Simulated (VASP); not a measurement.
A run of VASP 6.6.1:

INCAR

```
PREC = Accurate
ENCUT = 520
EDIFF = 1E-6
ISMEAR = 0
SIGMA = 0.1
LREAL = False
LASPH = True
NELM = 100
ALGO = Normal
ISIF = 2
LWAVE = False
LCHARG = True
GGA = PE
LELF = True
LVHAR = True
NBANDS = 24
```

KPOINTS

```
Automatic mesh
0
Gamma
  8 8 8
```

File POSCAR:

```
As5S
1.0
    0.0000000000      3.9191557560      3.9191557560
    3.9191557560      0.0000000000      3.9191557560
    3.9191557560      3.9191557560      0.0000000000
As S
5 1
Direct
    0.7500000000      0.7500000000      0.7500000000
    0.3683664046      0.3683664046      0.8949007863
    0.3683664046      0.8949007863      0.3683664046
    0.3683664046      0.3683664046      0.3683664046
    0.8949007863      0.3683664046      0.3683664046
    0.0000000000      0.0000000000      0.0000000000
```

Potentials or basis: VASP PAW PBE potentials, release 64 (As, S).

Command:

```bash
$ cat potpaw_PBE.64/As/POTCAR potpaw_PBE.64/S/POTCAR > POTCAR
$ mpirun -np 1 vasp_std > vasp.out
```

Hardware: 1 thread of Intel(R) Xeon(R) Platinum 8559C (Emerald Rapids), on a shared host.

**Question.** How long does it take, and how much memory?

**Answer.** It took 51 s on 1 thread of Intel(R) Xeon(R) Platinum 8559C (Emerald Rapids), with other jobs on the host, peak memory 0.27 GiB. Counts: scf iterations 13, k points 29.
